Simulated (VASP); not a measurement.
Input of a VASP 6.6.1 run:

INCAR

```
SYSTEM = Ca3C5
  PREC = Accurate
  ENCUT = 520
  EDIFF = 1E-6
  ISMEAR = 0
  SIGMA = 0.1
  LREAL = .False.
  LASPH = .True.
  NELM = 80
  ALGO = Normal
  ISIF = 2
  LWAVE = .False.
  LCHARG = .False.
  GGA = PE
  NBANDS = 35
```

The input KPOINTS:

```
regular mesh
0
Gamma
  4 4 4
  0 0 0
```

File POSCAR:

```
Ca3C5
1.0
    0.0000000000      3.7079023200      3.7079023200
    3.7079023200      0.0000000000      3.7079023200
    3.7079023200      3.7079023200      0.0000000000
Ca C
3 5
Direct
    0.7500000000      0.7500000000      0.7500000000
    0.2500000000      0.2500000000      0.2500000000
    0.0000000000      0.0000000000      0.0000000000
    0.5578561400      0.5578561400      0.5578561400
    0.5578561400      0.5578561400      0.3264315800
    0.5578561400      0.3264315800      0.5578561400
    0.3264315800      0.5578561400      0.5578561400
    0.5000000000      0.5000000000      0.5000000000
```

Potentials or basis: VASP PAW PBE potentials, release 64 (Ca_sv, C).

Launch:

```bash
$ cat potpaw_PBE.64/Ca_sv/POTCAR potpaw_PBE.64/C/POTCAR > POTCAR
$ mpirun -np 1 vasp_std > vasp.out
```

(1) Estimate the largest force.

(2) What does it give for the pressure?

## Answers

(1) 227.761 eV/Å.

(2) 366.7 GPa.

Caveat: the k points lie up to 0.37 Å⁻¹ apart; forces of over 1 eV/Å act on the atoms, so gaps and moduli don't describe the material at rest.
